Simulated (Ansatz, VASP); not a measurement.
## Two plane-wave programs on GeCN2

The input POSCAR:

```
GeCN2
1.0
    1.7937903697      1.0356453528      4.9219572124
   -1.7937903697      1.0356453528      4.9219572124
    0.0000000000     -2.0712907056      4.9219572124
Ge N C
1 2 1
Direct
    0.0000000000      0.0000000000      0.0000000000
    0.5839044000      0.5839044000      0.5839044000
    0.4160956000      0.4160956000      0.4160956000
    0.5000000000      0.5000000000      0.5000000000
```

The input INCAR.step1:

```
ALGO     = Normal         # electronic algorithm
EDIFF    = 1E-4           # SCF threshold, eV
ENCUT    = 520            # plane-wave cutoff, eV
GGA      = PE             # functional
ISMEAR   = 0              # smearing method
LASPH    = T              # aspherical terms in the spheres
LCHARG   = F              # write CHGCAR
LREAL    = F              # projectors in reciprocal space
LWAVE    = T              # write WAVECAR
NBANDS   = 22             # bands
NELM     = 80             # most SCF steps
PREC     = Accurate       # precision mode
SIGMA    = 0.01           # smearing width, eV
```

File INCAR.step2:

```
ALGO     = Normal         # electronic algorithm
EDIFF    = 1E-7           # SCF threshold, eV
ENCUT    = 520            # plane-wave cutoff, eV
ISIF     = 2              # what is computed and relaxed
ISMEAR   = 0              # smearing method
ISTART   = 1            
LASPH    = T              # aspherical terms in the spheres
LCHARG   = F              # write CHGCAR
LMIXTAU  = T            
LREAL    = F              # projectors in reciprocal space
LWAVE    = F              # write WAVECAR
METAGGA  = R2SCAN         # meta-GGA
NBANDS   = 22             # bands
NELM     = 80             # most SCF steps
PREC     = Accurate       # precision mode
SIGMA    = 0.01           # smearing width, eV
```

File KPOINTS:

```
k-points
0
Gamma
  8 8 8
```

The input input.yaml:

```yaml
crystal:
  lattice:
    - [1.7937903697, 1.0356453528, 4.9219572124]
    - [-1.7937903697, 1.0356453528, 4.9219572124]
    - [0.0, -2.0712907056, 4.9219572124]
  atoms:
    - { symbol: Ge, position: [0.0, 0.0, 0.0] }
    - { symbol: "N", position: [0.5839044, 0.5839044, 0.5839044] }
    - { symbol: "N", position: [0.4160956, 0.4160956, 0.4160956] }
    - { symbol: C, position: [0.5, 0.5, 0.5] }
kpoints:
  mp_grid: { grid: [8, 8, 8] }
  band_path:
    path:
      - [0.0, 0.0, 0.0]
      - [0.5, 0.5, 0.5]
      - [0.8038174901, 0.1961825099, 0.5]
      - [0.5, -0.1961825099, 0.1961825099]
      - [0.5, 0.0, 0.0]
      - [0.3480912549, -0.3480912549, 0.0]
      - [0.6519087451, 0.0, 0.3480912549]
      - [0.5, 0.0, 0.5]
      - [0.174479, -0.481771, -0.481771]
      - [0.560763498, 0.439236502, 0.5]
    npoints: 1
hamiltonian:
  xc: r2scan
scf:
  occupations: { method: fixed }
  n_extra_bands: 5
output:
  forces: true
  stress: true
  eigenvalues: true
  write_density: true
  write_potential: true
  elf: true
  volumetric_format: npy
```

Alike in both runs: functional r2SCAN; k mesh 8 × 8 × 8; no spin polarisation.

|  | VASP | Ansatz |
| --- | --- | --- |
| version | VASP 6.6.1 | Ansatz 0.2.0 |
| potentials or method | VASP PAW PBE potentials, release 64 (Ge_d, N, C) | Ansatz PAW |
| plane-wave cutoff (eV) | 520 | 500 |
| occupations | gaussian, width 0.01 eV | fixed |
| valence electrons in the cell | 28 | 28 |
| task | single point | band structure |

Ansatz gave:

| Quantity | Value |
| --- | --- |
| gap on the k mesh at the Fermi level (eV) | 1.12 |
| least direct gap on the mesh (eV) | 2.15 |
| pressure (GPa) | -3.2 |
| traceless stress, the component that is largest in VASP (GPa) | -2.69 |
| rms of the force components (eV/Å) | 0.205 |

Q: What did VASP give for the same quantities?

A: gap on the k mesh at the Fermi level (eV): 1.13; least direct gap on the mesh (eV): 2.15; pressure (GPa): -3.0; traceless stress, the component that is largest in VASP (GPa): -1.63; rms of the force components (eV/Å): 0.118.

VASP's potentials were made for PBE, not for r2SCAN. Atom by atom the forces differ by 0.086 eV/Å (rms over components).

Noted on VASP's run: the standard files for N, O and F lose accuracy on very short bonds.
